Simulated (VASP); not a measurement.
# Ag (Im-3m) in VASP: settings compared

Ag is run at these levels: r2SCAN, LDA, PBEsol; tasks: single point, relaxation of cell and atoms.

Everything below comes from runs of VASP 6.6.1. Logs are shortened: lines on timing, memory, paths and dates and some standing lists are left out, and cuts for length are marked.

## Step 1: The cell of the first run

Symmetry: Im-3m, No. 229, cubic system. Conventional cell: a = 3.376 Å, b = 3.376 Å, c = 3.376 Å, α = 90.00°, β = 90.00°, γ = 90.00°. Ag (site symmetry m-3m) has 14 Ag at 2.92 to 3.38 Å within 3.9 Å.

## Step 2: Single point, r2SCAN

File POSCAR:

```
Ag
1.0
   -1.6881260479      1.6881260479      1.6881260479
    1.6881260479     -1.6881260479      1.6881260479
    1.6881260479      1.6881260479     -1.6881260479
Ag
1
Direct
    0.0000000000      0.0000000000      0.0000000000
```

File INCAR.step1:

```
PREC = Accurate
ENCUT = 520
ISMEAR = -1
SIGMA = 0.05
LREAL = F
LASPH = T
NELM = 80
NBANDS = 12
GGA = PE
ALGO = Normal
EDIFF = 1E-4
LWAVE = T
LCHARG = F
```

File INCAR.step2:

```
PREC = Accurate
ENCUT = 520
EDIFF = 1E-6
ISMEAR = -1
SIGMA = 0.05
LREAL = F
LASPH = T
NELM = 80
ALGO = Normal
ISIF = 2
LWAVE = F
LCHARG = F
METAGGA = R2SCAN
LMIXTAU = T
NBANDS = 12
ISTART = 1
```

File KPOINTS:

```
regular mesh
0
Gamma
  11 11 11
```

Potentials or basis: VASP PAW PBE potentials, release 64 (Ag).

Started as:

```bash
cat potpaw_PBE.64/Ag/POTCAR > POTCAR
cp INCAR.step1 INCAR
mpirun -np 1 vasp_std > vasp.out
cp INCAR.step2 INCAR
mpirun -np 1 vasp_std > vasp.out
```

OUTCAR:

```text
PREC = Accurate
   ENCUT = 520
   EDIFF = 1E-6
   ISMEAR = -1
   LREAL = F
   LASPH = T
   NELM = 80
   ISIF = 2
   METAGGA = R2SCAN
   ISTART = 1

 ion  position               nearest neighbor table
   1  0.000  0.000  0.000-

  LATTYP: Found a body centered cubic cell.
 ALAT       =     3.3762520958

  Lattice vectors:

 A1 = (  -1.6881260479,   1.6881260479,   1.6881260479)
 A2 = (   1.6881260479,  -1.6881260479,   1.6881260479)
 A3 = (   1.6881260479,   1.6881260479,  -1.6881260479)

Analysis of symmetry for initial positions (statically):
=====================================================================
 Subroutine PRICEL returns:
 Original cell was already a primitive cell.

 Routine SETGRP: Setting up the symmetry group for a
 body centered cubic supercell.

 Subroutine GETGRP returns: Found 48 space group operations
[... 9 lines left out ...]

 Routine SETGRP: Setting up the symmetry group for a
 body centered cubic supercell.

 Subroutine GETGRP returns: Found 48 space group operations
[... 11 lines left out ...]
                                     Primitive cell

  volume of cell :      19.2431

  direct lattice vectors                    reciprocal lattice vectors
    -1.688126048  1.688126048  1.688126048     0.000000000  0.296186414  0.296186414
     1.688126048 -1.688126048  1.688126048     0.296186414  0.000000000  0.296186414
     1.688126048  1.688126048 -1.688126048     0.296186414  0.296186414  0.000000000

  length of vectors
     2.923920085  2.923920085  2.923920085     0.418870843  0.418870843  0.418870843

  position of ions in fractional coordinates (direct lattice)
     0.000000000  0.000000000  0.000000000

  ion indices of the primitive-cell ions
   primitive index   ion index
                 1           1

----------------------------------------------------------------------------------------

 KPOINTS: regular mesh

Automatic generation of k-mesh.
 Grid dimensions read from file:
 generate k-points for:   11   11   11

 Generating k-lattice:

  Cartesian coordinates                     Fractional coordinates (reciprocal lattice)
     0.000000000  0.026926038  0.026926038     0.090909091  0.000000000  0.000000000
     0.026926038  0.000000000  0.026926038     0.000000000  0.090909091  0.000000000
     0.026926038  0.026926038  0.000000000     0.000000000  0.000000000  0.090909091

  Length of vectors
     0.038079168  0.038079168  0.038079168

  Shift w.r.t. Gamma in fractional coordinates (k-lattice)
     0.000000000  0.000000000  0.000000000

 Subroutine IBZKPT returns following result:
 ===========================================

 Found     56 irreducible k-points:

 Following reciprocal coordinates:
            Coordinates               Weight
  0.000000  0.000000  0.000000      1.000000
  0.090909  0.000000  0.000000     12.000000
  0.181818  0.000000  0.000000     12.000000
  0.272727  0.000000  0.000000     12.000000
  0.363636  0.000000  0.000000     12.000000
  0.454545  0.000000  0.000000     12.000000
[... 16 lines left out ...]
  0.272727  0.181818  0.090909     48.000000
  0.363636  0.181818  0.090909     24.000000
 [... further k-points ...]
   k-points           NKPTS =     56   k-points in BZ     NKDIM =     56   number of bands    NBANDS=     12
   number of dos      NEDOS =    301   number of ions     NIONS =      1
   total plane-waves  NPLWV =  13824
   dimension x,y,z NGX =    24 NGY =   24 NGZ =   24
   dimension x,y,z NGXF=    48 NGYF=   48 NGZF=   48
   ions per type =               1
   NGX,Y,Z   is equivalent  to a cutoff of  13.65, 13.65, 13.65 a.u.
   NGXF,Y,Z  is equivalent  to a cutoff of  27.29, 27.29, 27.29 a.u.
 SYSTEM =  unknown system
   PREC   = accura    normal or accurate (medium, high low for compatibility)
   ISTART =      1    job   : 0-new  1-cont  2-samecut
   ICHARG =      0    charge: 1-file 2-atom 10-const
   ISPIN  =      1    spin polarized calculation?
   LNONCOLLINEAR =      F non collinear calculations
   LSORBIT =      F    spin-orbit coupling
   LASPH  =      T    aspherical Exc in radial PAW
   ENCUT  =  520.0 eV  38.22 Ry    6.18 a.u.   5.44  5.44  5.44*2*pi/ulx,y,z
   NELM   =     80;   NELMIN=  2; NELMDL=  0     # of ELM steps
   EDIFF  = 0.1E-05   stopping-criterion for ELM
   LREAL  =      F    real-space projection
   EDIFFG = 0.1E-04   stopping-criterion for IOM
   NSW    =      0    number of steps for IOM
   IBRION =     -1    ionic relax: 0-MD 1-quasi-New 2-CG
   NFREE  =      0    steps in history (QN), initial steepest desc. (CG)
   ISIF   =      2    stress and relaxation
   ISYM   =      2    0-nonsym 1-usesym 2-fastsym
   POTIM  = 0.5000    time-step for ionic-motion
   TEBEG  =    0.0;   TEEND  =   0.0 temperature during run
   PSTRESS=    0.0 pullay stress
   NELECT =      11.0000    total number of electrons
   NUPDOWN=      -1.0000    fix difference up-down
   EMIN   =  10.00;   EMAX   =-10.00  energy-range for DOS
   EFERMI =   0.00;   METHOD = LEGACY
   ISMEAR =    -1;   SIGMA  =   0.05  broadening in eV -4-tet -1-fermi 0-gaus
   EFERMI_NEDOS =   21; number of points for ismear=-14 and -15
   IALGO  =     38    algorithm
   IMIX   =      4    mixing-type and parameters
     AMIX     =   0.40;   BMIX     =  1.00
     AMIX_MAG =   1.60;   BMIX_MAG =  1.00
  volume/ion in A,a.u.               =      19.24       129.86
  Fermi-wavevector in a.u.,A,eV,Ry     =   1.358671  2.567515 25.116163  1.845986
  Thomas-Fermi vector in A             =   2.485484
   LORBIT       =      0    0 simple, 1 ext, 2 COOP (PROOUT), +10 PAW based schemes
   METAGGA = R2SCAN    functional components
   LHFCALC =     F    Hartree Fock is set to
   AEXX    =    0.0000 exact exchange contribution
   IVDW    =     0    specifies the selected vdW correction
   LEPSILON=     F    determine dielectric tensor
   LRPA    =     F    only Hartree local field effects (RPA)
 non-spin polarized calculation
  energy-cutoff  :      520.00
  volume of cell :       19.24
 maximum number of plane-waves:       535
 NGX is ok and might be reduce to    24
   NGX = 11   NGY = 11   NGZ = 11

 number of electron      10.9999998 magnetization

 Free energy of the ion-electron system (eV)
  ---------------------------------------------------
  ext. energy  EPLUGINS =         0.00000000
  ---------------------------------------------------
  free energy    TOTEN  =       -21.28810545 eV

  energy without entropy =      -21.28499254  energy(sigma->0) =      -21.28654899

 E-fermi :   6.8630     XC(G=0): -12.1468

 val. band max:        6.8417471019   @ k =  -0.3636   0.4545   0.0909
 cond. band min:       7.1720631244   @ k =  -0.4545   0.4545   0.0909
 fundamental gap:      0.3303160225
 Fermi energy:         6.8629947402

 k-point     1 :       0.0000    0.0000    0.0000
  band No.  band energies     occupation
      1      -0.1991      2.00000
      2       2.0333      2.00000
      3       2.0333      2.00000
      4       2.0333      2.00000
      5       3.1402      2.00000
      6       3.1402      2.00000
      7      25.0700      0.00000
      8      25.0700      0.00000
      9      25.0700      0.00000
     10      29.7006      0.00000
     11      29.7006      0.00000
     12      29.7006      0.00000

 k-point     2 :       0.0909    0.0000    0.0000
  band No.  band energies     occupation
      1       0.0535      2.00000
      2       1.9794      2.00000
      3       2.0464      2.00000
      4       2.1647      2.00000
      5       3.0851      2.00000
      6       3.1439      2.00000
      7      24.0982      0.00000
      8      24.8661      0.00000
      9      25.1660      0.00000
     10      27.8413      0.00000
     11      28.1212      0.00000
     12      28.2553      0.00000

 k-point     3 :       0.1818    0.0000    0.0000
  band No.  band energies     occupation
      1       0.6940      2.00000
      2       1.8376      2.00000
      3       2.1579      2.00000
      4       2.5327      2.00000
      5       2.9934      2.00000
      6       3.1568      2.00000
      7      21.1048      0.00000
      8      23.6904      0.00000
      9      25.4015      0.00000
     10      25.8881      0.00000
     11      26.8366      0.00000
     12      28.1123      0.00000

 k-point     4 :       0.2727    0.0000    0.0000
  band No.  band energies     occupation
      1       1.0852      2.00000
      2       1.6576      2.00000
      3       2.9432      2.00000
      4       2.9811      2.00000
      5       3.0545      2.00000
      6       3.1798      2.00000
      7      17.4598      0.00000
      8      22.1526      0.00000
      9      23.6589      0.00000
     10      25.6649      0.00000
     11      26.6661      0.00000
     12      29.5472      0.00000

 k-point     5 :       0.3636    0.0000    0.0000
  band No.  band energies     occupation
      1       0.9931      2.00000
      2       1.4974      2.00000
      3       3.0338      2.00000
      4       3.2072      2.00000
      5       3.5839      2.00000
      6       4.6599      2.00000
      7      13.9608      0.00000
      8      20.9694      0.00000
      9      21.9248      0.00000
     10      25.8676      0.00000
     11      26.7860      0.00000
     12      31.7340      0.00000
[... 228 lines left out ...]
      1       0.3010      2.00000
      2       2.0625      2.00000
      3       2.0625      2.00000
      4       2.1630      2.00000
      5       2.9547      2.00000
      6       3.2178      2.00000
      7      23.6563      0.00000
      8      24.8466      0.00000
      9      24.8466      0.00000
     10      25.6977      0.00000
     11      27.9932      0.00000
     12      27.9932      0.00000

 k-point    22 :       0.1818    0.1818    0.0909
  band No.  band energies     occupation
      1       1.4610      2.00000
      2       1.6634      2.00000
      3       2.2355      2.00000
      4       3.0919      2.00000
      5       3.2088      2.00000
      6       5.7226      2.00000
      7      16.1473      0.00000
      8      16.8572      0.00000
      9      18.8997      0.00000
     10      28.3329      0.00000
     11      31.7938      0.00000
     12      32.4629      0.00000

 k-point    23 :       0.2727    0.1818    0.0909
  band No.  band energies     occupation
      1       1.3657      2.00000
      2       1.6032      2.00000
      3       2.5604      2.00000
      4       3.1414      2.00000
      5       3.2563      2.00000
      6       7.7099      0.00000
      7      13.1901      0.00000
      8      15.7362      0.00000
      9      18.1812      0.00000
     10      28.9607      0.00000
     11      31.7688      0.00000
     12      32.8360      0.00000

 k-point    24 :       0.3636    0.1818    0.0909
  band No.  band energies     occupation
      1       1.3252      2.00000
      2       1.5700      2.00000
      3       2.6999      2.00000
      4       3.1733      2.00000
      5       3.2708      2.00000
      6       9.6065      0.00000
      7      10.8955      0.00000
      8      15.4108      0.00000
      9      17.9340      0.00000
     10      29.1308      0.00000
     11      31.7454      0.00000
     12      32.8215      0.00000

 [... further k-points ...]
[... 5 lines left out ...]
  --------------------------------------------------------------------------------------
  -------------------------------------------------------------------------------------
  Total       -0.9150258     -0.9150258     -0.9150258      0.0000000      0.0000000      0.0000000
  in kB      -76.1849734    -76.1849734    -76.1849734      0.0000000      0.0000000      0.0000000
  external PRESSURE =     -76.1849734 kB  Pullay stress =       0.0000000 kB

 VOLUME and BASIS-vectors are now :
 -----------------------------------------------------------------------------
  energy-cutoff  :      520.00
  volume of cell :       19.24
      direct lattice vectors                 reciprocal lattice vectors
    -1.688126048  1.688126048  1.688126048     0.000000000  0.296186414  0.296186414
     1.688126048 -1.688126048  1.688126048     0.296186414  0.000000000  0.296186414
     1.688126048  1.688126048 -1.688126048     0.296186414  0.296186414  0.000000000

 POSITION                                       TOTAL-FORCE (eV/Angst)
 -----------------------------------------------------------------------------------
      0.00000      0.00000      0.00000         0.000000     -0.000000      0.000000
 -----------------------------------------------------------------------------------
    total drift:                               -0.000000     -0.000000      0.000000

  FREE ENERGIE OF THE ION-ELECTRON SYSTEM (eV)
  ---------------------------------------------------
  free  energy   TOTEN  =       -21.2881054461 eV

  energy  without entropy=      -21.2849925428  energy(sigma->0) =      -21.28654899
```

It took 74 s on 1 thread of AMD EPYC 7R43 (Zen 3), shared host; peak memory 0.11 GiB.

What came out:

```yaml
Free_energy: -21.2881 eV
Pressure: -7.6 GPa
```

Levels at points of the mesh, in eV from the Fermi level:
```
           k point  band 2  band 3  band 4  band 5  band 6  band 7  band 8  band 9  band 10  band 11
(0.00, 0.00, 0.00)   -4.83   -4.83   -4.83   -3.72   -3.72   18.21   18.21   18.21    22.84    22.84
```

Caveat: the PAW data sets were made with another functional, which shifts forces and pressure a little.

[end of part 1 of 2]
